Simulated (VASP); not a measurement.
# KCl (P4/mmm) in VASP: further runs

KCl is run at these levels: PBE; tasks: single point.

Program: VASP 6.6.1. These are calculated values, not measurements. Logs are shortened: lines on timing, memory, paths and dates and some standing lists are left out, and cuts for length are marked.

### 1 The cell of the first run

The structure is tetragonal, space group P4/mmm (No. 123). The conventional cell has a = 3.724 Å, b = 3.724 Å, c = 3.782 Å, α = 90.00°, β = 90.00°, γ = 90.00°. Within 4.3 Å of K (site symmetry 4/mmm) lie 8 Cl at 3.24 Å and 6 K at 3.72 to 3.78 Å. Within 4.3 Å of Cl (site symmetry 4/mmm) lie 8 K at 3.24 Å and 6 Cl at 3.72 to 3.78 Å.

### 2 Single point, PBE (strain -0.030 along x and y, -0.015 along z)

File INCAR:

```
ALGO = Normal
EDIFF = 1E-6
ENCUT = 520
GGA = PE
ISIF = 2
ISMEAR = 0
LASPH = T
LCHARG = F
LREAL = F
LWAVE = F
NBANDS = 15
NELM = 100
PREC = Accurate
SIGMA = 0.05
```

File KPOINTS:

```
k-points
0
Gamma
  6 6 6
```

File POSCAR:

```
KCl
1.0
    3.7240201200      0.0000000000      0.0000000000
    0.0000000000      3.7240201200      0.0000000000
    0.0000000000      0.0000000000      3.7816080600
K Cl
1 1
Direct
    0.0000000000      0.0000000000      0.0000000000
    0.5000000000      0.5000000000      0.5000000000
```

Potentials or basis: VASP PAW PBE potentials, release 64 (K_sv, Cl).

Command:

```bash
> cat potpaw_PBE.64/K_sv/POTCAR potpaw_PBE.64/Cl/POTCAR > POTCAR
> mpirun -np 1 vasp_std > vasp.out
```

OUTCAR:

```text
EDIFF = 1E-6
   ENCUT = 520
   GGA = PE
   ISIF = 2
   ISMEAR = 0
   LASPH = T
   LREAL = F
   NELM = 100
   PREC = Accurate

 ion  position               nearest neighbor table
   1  0.000  0.000  0.000-
   2  0.500  0.500  0.500-

  LATTYP: Found a simple tetragonal cell.
 ALAT       =     3.7240201200
 C/A-ratio  =     1.0154639175

  Lattice vectors:

 A1 = (   3.7240201200,   0.0000000000,   0.0000000000)
 A2 = (   0.0000000000,   3.7240201200,   0.0000000000)
 A3 = (   0.0000000000,   0.0000000000,   3.7816080600)

Analysis of symmetry for initial positions (statically):
=====================================================================
 Subroutine PRICEL returns:
 Original cell was already a primitive cell.

 Routine SETGRP: Setting up the symmetry group for a
 simple tetragonal supercell.

 Subroutine GETGRP returns: Found 16 space group operations
 (whereof 16 operations were pure point group operations)
 out of a pool of 16 trial point group operations.

The static configuration has the point symmetry D_4h.

Analysis of symmetry for dynamics (positions and initial velocities):
=====================================================================
 Subroutine PRICEL returns:
 Original cell was already a primitive cell.

 Routine SETGRP: Setting up the symmetry group for a
 simple tetragonal supercell.

 Subroutine GETGRP returns: Found 16 space group operations
 (whereof 16 operations were pure point group operations)
 out of a pool of 16 trial point group operations.

The dynamic configuration has the point symmetry D_4h.

 Subroutine INISYM returns: Found 16 space group operations
 (whereof 16 operations are pure point group operations),
 and found     1 'primitive' translations

----------------------------------------------------------------------------------------

                                     Primitive cell

  volume of cell :      52.4446

  direct lattice vectors                    reciprocal lattice vectors
     3.724020120  0.000000000  0.000000000     0.268527013  0.000000000  0.000000000
     0.000000000  3.724020120  0.000000000     0.000000000  0.268527013  0.000000000
     0.000000000  0.000000000  3.781608060     0.000000000  0.000000000  0.264437769

  length of vectors
     3.724020120  3.724020120  3.781608060     0.268527013  0.268527013  0.264437769

  position of ions in fractional coordinates (direct lattice)
     0.000000000  0.000000000  0.000000000
     0.500000000  0.500000000  0.500000000

  ion indices of the primitive-cell ions
   primitive index   ion index
                 1           1
                 2           2

----------------------------------------------------------------------------------------

 KPOINTS: k-points

Automatic generation of k-mesh.
 Grid dimensions read from file:
 generate k-points for:    6    6    6

 Generating k-lattice:

  Cartesian coordinates                     Fractional coordinates (reciprocal lattice)
     0.044754502  0.000000000  0.000000000     0.166666667  0.000000000  0.000000000
     0.000000000  0.044754502  0.000000000     0.000000000  0.166666667  0.000000000
     0.000000000  0.000000000  0.044072962     0.000000000  0.000000000  0.166666667

  Length of vectors
     0.044754502  0.044754502  0.044072962

  Shift w.r.t. Gamma in fractional coordinates (k-lattice)
     0.000000000  0.000000000  0.000000000

 Subroutine IBZKPT returns following result:
 ===========================================

 Found     40 irreducible k-points:

 Following reciprocal coordinates:
            Coordinates               Weight
  0.000000  0.000000  0.000000      1.000000
  0.166667  0.000000  0.000000      4.000000
  0.333333  0.000000  0.000000      4.000000
  0.500000  0.000000  0.000000      2.000000
  0.166667  0.166667  0.000000      4.000000
  0.333333  0.166667  0.000000      8.000000
[... 16 lines left out ...]
  0.333333  0.000000  0.333333      8.000000
  0.500000  0.000000  0.333333      4.000000
 [... further k-points ...]
   k-points           NKPTS =     40   k-points in BZ     NKDIM =     40   number of bands    NBANDS=     15
   number of dos      NEDOS =    301   number of ions     NIONS =      2
   total plane-waves  NPLWV =  21952
   dimension x,y,z NGX =    28 NGY =   28 NGZ =   28
   dimension x,y,z NGXF=    56 NGYF=   56 NGZF=   56
   ions per type =               1   1
   NGX,Y,Z   is equivalent  to a cutoff of  12.50, 12.50, 12.31 a.u.
   NGXF,Y,Z  is equivalent  to a cutoff of  25.00, 25.00, 24.62 a.u.
 SYSTEM =  unknown system
   PREC   = accura    normal or accurate (medium, high low for compatibility)
   ISTART =      0    job   : 0-new  1-cont  2-samecut
   ICHARG =      2    charge: 1-file 2-atom 10-const
   ISPIN  =      1    spin polarized calculation?
   LNONCOLLINEAR =      F non collinear calculations
   LSORBIT =      F    spin-orbit coupling
   LASPH  =      T    aspherical Exc in radial PAW
   ENCUT  =  520.0 eV  38.22 Ry    6.18 a.u.   6.92  6.92  7.03*2*pi/ulx,y,z
   NELM   =    100;   NELMIN=  2; NELMDL= -5     # of ELM steps
   EDIFF  = 0.1E-05   stopping-criterion for ELM
   LREAL  =      F    real-space projection
   EDIFFG = 0.1E-04   stopping-criterion for IOM
   NSW    =      0    number of steps for IOM
   IBRION =     -1    ionic relax: 0-MD 1-quasi-New 2-CG
   NFREE  =      0    steps in history (QN), initial steepest desc. (CG)
   ISIF   =      2    stress and relaxation
   ISYM   =      2    0-nonsym 1-usesym 2-fastsym
   POTIM  = 0.5000    time-step for ionic-motion
   TEBEG  =    0.0;   TEEND  =   0.0 temperature during run
   PSTRESS=    0.0 pullay stress
   NELECT =      16.0000    total number of electrons
   NUPDOWN=      -1.0000    fix difference up-down
   EMIN   =  10.00;   EMAX   =-10.00  energy-range for DOS
   EFERMI =   0.00;   METHOD = LEGACY
   ISMEAR =     0;   SIGMA  =   0.05  broadening in eV -4-tet -1-fermi 0-gaus
   EFERMI_NEDOS =   21; number of points for ismear=-14 and -15
   IALGO  =     38    algorithm
   IMIX   =      4    mixing-type and parameters
     AMIX     =   0.40;   BMIX     =  1.00
     AMIX_MAG =   1.60;   BMIX_MAG =  1.00
  volume/ion in A,a.u.               =      26.22       176.96
  Fermi-wavevector in a.u.,A,eV,Ry     =   1.102084  2.082637 16.525484  1.214589
  Thomas-Fermi vector in A             =   2.238521
   LORBIT       =      0    0 simple, 1 ext, 2 COOP (PROOUT), +10 PAW based schemes
   GGA     = PE    functional components
   LHFCALC =     F    Hartree Fock is set to
   AEXX    =    0.0000 exact exchange contribution
   IVDW    =     0    specifies the selected vdW correction
   LEPSILON=     F    determine dielectric tensor
   LRPA    =     F    only Hartree local field effects (RPA)
 non-spin polarized calculation
 Gauss-broadening in eV      SIGMA  =   0.05
  energy-cutoff  :      520.00
  volume of cell :       52.44
 maximum number of plane-waves:      1430
 NGX is ok and might be reduce to    28
   NGX = 13   NGY = 13   NGZ = 15

 number of electron      15.9999999 magnetization

 Free energy of the ion-electron system (eV)
  ---------------------------------------------------
  ext. energy  EPLUGINS =         0.00000000
  ---------------------------------------------------
  free energy    TOTEN  =        -6.63334746 eV

  energy without entropy =       -6.63334746  energy(sigma->0) =       -6.63334746

 E-fermi :  -0.1283     XC(G=0):  -8.4056

 val. band max:       -0.4174466353   @ k =   0.5000   0.0000   0.5000
 cond. band min:       4.6859518653   @ k =   0.0000   0.0000   0.0000
 fundamental gap:      5.1033985006
 Fermi energy:        -0.1282944442

 k-point     1 :       0.0000    0.0000    0.0000
  band No.  band energies     occupation
      1     -28.3807      2.00000
      2     -13.1587      2.00000
      3     -11.7573      2.00000
      4     -11.7476      2.00000
      5     -11.7476      2.00000
      6      -0.7178      2.00000
      7      -0.6299      2.00000
      8      -0.6299      2.00000
      9       4.6860      0.00000
     10       6.0234      0.00000
     11       6.0855      0.00000
     12      10.3645      0.00000
     13      10.3645      0.00000
     14      10.4755      0.00000
     15      13.3845      0.00000

 k-point     2 :       0.1667    0.0000    0.0000
  band No.  band energies     occupation
      1     -28.3737      2.00000
      2     -13.2043      2.00000
      3     -11.7466      2.00000
      4     -11.7374      2.00000
      5     -11.7155      2.00000
      6      -1.1777      2.00000
      7      -0.7244      2.00000
      8      -0.6338      2.00000
      9       5.3280      0.00000
     10       6.2828      0.00000
     11       6.7005      0.00000
     12      10.2623      0.00000
     13      10.3592      0.00000
     14      10.5087      0.00000
     15      12.4730      0.00000

 k-point     3 :       0.3333    0.0000    0.0000
  band No.  band energies     occupation
      1     -28.3598      2.00000
      2     -13.3008      2.00000
      3     -11.7251      2.00000
      4     -11.7169      2.00000
      5     -11.6379      2.00000
      6      -2.0424      2.00000
      7      -0.7393      2.00000
      8      -0.6429      2.00000
      9       6.6457      0.00000
     10       6.9575      0.00000
     11       7.9112      0.00000
     12      10.1963      0.00000
     13      10.2553      0.00000
     14      10.7159      0.00000
     15      10.8471      0.00000
[... 343 lines left out ...]
 k-point    23 :       0.3333    0.0000    0.3333
  band No.  band energies     occupation
      1     -28.3433      2.00000
      2     -13.0952      2.00000
      3     -11.9612      2.00000
      4     -11.7431      2.00000
      5     -11.6948      2.00000
      6      -1.7763      2.00000
      7      -1.5403      2.00000
      8      -0.5242      2.00000
      9       6.4696      0.00000
     10       7.2263      0.00000
     11       8.9804      0.00000
     12       9.3013      0.00000
     13       9.5954      0.00000
     14       9.9813      0.00000
     15      11.9702      0.00000

 k-point    24 :       0.5000    0.0000    0.3333
  band No.  band energies     occupation
      1     -28.3367      2.00000
      2     -13.0170      2.00000
      3     -11.9397      2.00000
      4     -11.8893      2.00000
      5     -11.6863      2.00000
      6      -1.9398      2.00000
      7      -1.5167      2.00000
      8      -0.4779      2.00000
      9       6.2212      0.00000
     10       7.1974      0.00000
     11       8.9410      0.00000
     12       8.9799      0.00000
     13       9.8164      0.00000
     14      10.8279      0.00000
     15      12.1015      0.00000

 [... further k-points ...]
[... 5 lines left out ...]
  --------------------------------------------------------------------------------------
  -------------------------------------------------------------------------------------
  Total        0.6214105      0.6214105      0.3866961      0.0000000      0.0000000      0.0000000
  in kB       18.9840402     18.9840402     11.8135324      0.0000000      0.0000000      0.0000000
  external PRESSURE =      16.5938709 kB  Pullay stress =       0.0000000 kB

 VOLUME and BASIS-vectors are now :
 -----------------------------------------------------------------------------
  energy-cutoff  :      520.00
  volume of cell :       52.44
      direct lattice vectors                 reciprocal lattice vectors
     3.724020120  0.000000000  0.000000000     0.268527013  0.000000000  0.000000000
     0.000000000  3.724020120  0.000000000     0.000000000  0.268527013  0.000000000
     0.000000000  0.000000000  3.781608060     0.000000000  0.000000000  0.264437769

 POSITION                                       TOTAL-FORCE (eV/Angst)
 -----------------------------------------------------------------------------------
      0.00000      0.00000      0.00000         0.000000      0.000000      0.000000
      1.86201      1.86201      1.89080         0.000000      0.000000      0.000000
 -----------------------------------------------------------------------------------
    total drift:                                0.000000      0.000000      0.000000

  FREE ENERGIE OF THE ION-ELECTRON SYSTEM (eV)
  ---------------------------------------------------
  free  energy   TOTEN  =        -6.6333474632 eV

  energy  without entropy=       -6.6333474632  energy(sigma->0) =       -6.63334746
```

Run time: 12 s. Hardware: 1 thread of AMD EPYC 9R45 (Zen 5), shared host; peak memory 0.14 GiB.

Results:

- Free energy: -6.6333 eV
- Pressure: 1.7 GPa
- Band gap on the k mesh: 5.10 eV, indirect (least direct gap 5.32 eV)

Levels at points of the mesh, in eV from the valence-band top:
| k point | band 6 | band 7 | band 8 | band 9 | band 10 | band 11 |
| --- | --- | --- | --- | --- | --- | --- |
| (0.00, 0.00, 0.00) | -0.30 | -0.21 | -0.21 | 5.10 | 6.44 | 6.50 |
| (0.50, 0.00, 0.00) | -1.99 | -0.33 | -0.23 | 7.94 | 8.06 | 8.69 |
| (0.50, 0.50, 0.00) | -1.33 | -1.33 | -0.07 | 6.24 | 7.26 | 8.88 |
| (0.00, 0.00, 0.50) | -1.98 | -0.25 | -0.25 | 7.90 | 8.06 | 8.57 |
| (0.50, 0.00, 0.50) | -1.35 | -1.31 | 0.00 | 6.20 | 7.40 | 9.00 |
| (0.50, 0.50, 0.50) | -1.53 | -1.53 | -1.50 | 8.99 | 9.05 | 9.05 |

Caveat: the cell differs from its parent crystal (strain -0.030 along x and y, -0.015 along z).

### 3 Single point, PBE (strain -0.015 along x and y, -0.030 along z)

File INCAR:

```
PREC     = Accurate       # precision mode
ENCUT    = 520            # plane-wave cutoff, eV
EDIFF    = 1E-7           # SCF threshold, eV
ISMEAR   = 0              # smearing method
SIGMA    = 0.05           # smearing width, eV
LREAL    = False          # projectors in reciprocal space
LASPH    = True           # aspherical terms in the spheres
NELM     = 80             # most SCF steps
ALGO     = Normal         # electronic algorithm
ISIF     = 2              # what is computed and relaxed
LWAVE    = False          # write WAVECAR
LCHARG   = False          # write CHGCAR
GGA      = PE             # functional
NBANDS   = 15             # bands
```

File KPOINTS:

```
regular mesh
0
Gamma
  6 6 6
```

File POSCAR:

```
KCl
1.0
    3.7816080600      0.0000000000      0.0000000000
    0.0000000000      3.7816080600      0.0000000000
    0.0000000000      0.0000000000      3.7240201200
K Cl
1 1
Direct
    0.0000000000      0.0000000000      0.0000000000
    0.5000000000      0.5000000000      0.5000000000
```

Potentials or basis: VASP PAW PBE potentials, release 64 (K_sv, Cl).

Command:

```bash
> cat potpaw_PBE.64/K_sv/POTCAR potpaw_PBE.64/Cl/POTCAR > POTCAR
> mpirun -np 1 vasp_std > vasp.out
```

Wall time 14 s (1 thread of AMD EPYC 9R45 (Zen 5), shared host); peak memory 0.14 GiB.

It converged, with:

| Quantity | Value |
| --- | --- |
| Free energy | -6.6410 eV |
| Pressure | 1.3 GPa |
| Band gap on the k mesh | 5.01 eV, indirect (least direct gap 5.21 eV) |

Stress tensor (GPa, compression positive):
```
1.03 0.00 0.00
0.00 1.03 0.00
0.00 0.00 1.74
```

Levels at points of the mesh, in eV from the valence-band top:
| k point | band 6 | band 7 | band 8 | band 9 | band 10 | band 11 |
| --- | --- | --- | --- | --- | --- | --- |
| (0.00, 0.00, 0.00) | -0.29 | -0.29 | -0.20 | 5.01 | 6.43 | 6.50 |
| (0.50, 0.00, 0.00) | -1.97 | -0.33 | -0.23 | 7.88 | 7.95 | 8.51 |
| (0.50, 0.50, 0.00) | -1.33 | -1.33 | 0.00 | 6.15 | 7.40 | 9.05 |
| (0.00, 0.00, 0.50) | -1.97 | -0.31 | -0.31 | 7.93 | 7.96 | 8.60 |
| (0.50, 0.00, 0.50) | -1.35 | -1.31 | -0.07 | 6.19 | 7.27 | 8.87 |
| (0.50, 0.50, 0.50) | -1.52 | -1.49 | -1.49 | 8.94 | 8.94 | 8.99 |

Caveat: the cell differs from its parent crystal (strain -0.015 along x and y, -0.030 along z).

### 4 Single point, PBE (strain -0.030 along x and y, +0.015 along z)

File INCAR:

```
SYSTEM = KCl
PREC     = Accurate       ! precision mode
ENCUT    = 520            ! plane-wave cutoff, eV
EDIFF    = 1E-7           ! SCF threshold, eV
ISMEAR   = 0              ! smearing method
SIGMA    = 0.05           ! smearing width, eV
LREAL    = .False.        ! projectors in reciprocal space
LASPH    = .True.         ! aspherical terms in the spheres
NELM     = 100            ! most SCF steps
ALGO     = Normal         ! electronic algorithm
ISIF     = 2              ! what is computed and relaxed
LWAVE    = .False.        ! write WAVECAR
LCHARG   = .False.        ! write CHGCAR
GGA      = PE             ! functional
NBANDS   = 15             ! bands
```

File KPOINTS:

```
Automatic mesh
0
Gamma
  6 6 6
  0 0 0
```

File POSCAR:

```
KCl
1.0
    3.7240201200      0.0000000000      0.0000000000
    0.0000000000      3.7240201200      0.0000000000
    0.0000000000      0.0000000000      3.8967839400
K Cl
1 1
Direct
    0.0000000000      0.0000000000      0.0000000000
    0.5000000000      0.5000000000      0.5000000000
```

Command:

```bash
> cat potpaw_PBE.64/K_sv/POTCAR potpaw_PBE.64/Cl/POTCAR > POTCAR
> mpirun -np 1 vasp_std > vasp.out
```

It took 15 s on 1 thread of AMD EPYC 9R45 (Zen 5), shared host; peak memory 0.14 GiB.

It converged, with:

* Free energy: -6.6374 eV
* Pressure: 0.9 GPa
* Band gap on the k mesh: 4.89 eV, indirect (least direct gap 5.09 eV)

Stress tensor (GPa, compression positive):
```
 1.60  0.00  0.00
 0.00  1.60  0.00
 0.00  0.00 -0.44
```

Levels at points of the mesh, in eV from the valence-band top:
| k point | band 6 | band 7 | band 8 | band 9 | band 10 | band 11 |
| --- | --- | --- | --- | --- | --- | --- |
| (0.00, 0.00, 0.00) | -0.45 | -0.20 | -0.20 | 4.89 | 6.38 | 6.54 |
| (0.50, 0.00, 0.00) | -1.96 | -0.47 | -0.19 | 7.84 | 7.85 | 8.57 |
| (0.50, 0.50, 0.00) | -1.33 | -1.33 | -0.20 | 6.23 | 7.01 | 8.62 |
| (0.00, 0.00, 0.50) | -1.95 | -0.24 | -0.24 | 7.77 | 7.86 | 8.19 |
| (0.50, 0.00, 0.50) | -1.39 | -1.29 | 0.00 | 6.09 | 7.38 | 8.97 |
| (0.50, 0.50, 0.50) | -1.51 | -1.51 | -1.44 | 8.79 | 8.92 | 8.92 |

Caveat: the cell differs from its parent crystal (strain -0.030 along x and y, +0.015 along z). A k mesh can miss the band edges.

### 5 Summary

| cell | gap on the mesh (eV) | pressure (GPa) |
| --- | --- | --- |
| a = 3.724, b = 3.724, c = 3.782 Å, 2 atoms | 5.10 | 1.7 |
| a = 3.782, b = 3.782, c = 3.724 Å, 2 atoms | 5.01 | 1.3 |
| a = 3.724, b = 3.724, c = 3.897 Å, 2 atoms | 4.89 | 0.9 |

Alike in all rows: task single point; level PBE; potentials or basis VASP PAW PBE potentials, release 64 (K_sv, Cl); no spin polarisation; k mesh 6 × 6 × 6; cutoff (eV) 520; smearing gaussian 0.05 eV.

Total energies depend on the potentials used, so only differences within one code and one set of settings carry meaning.
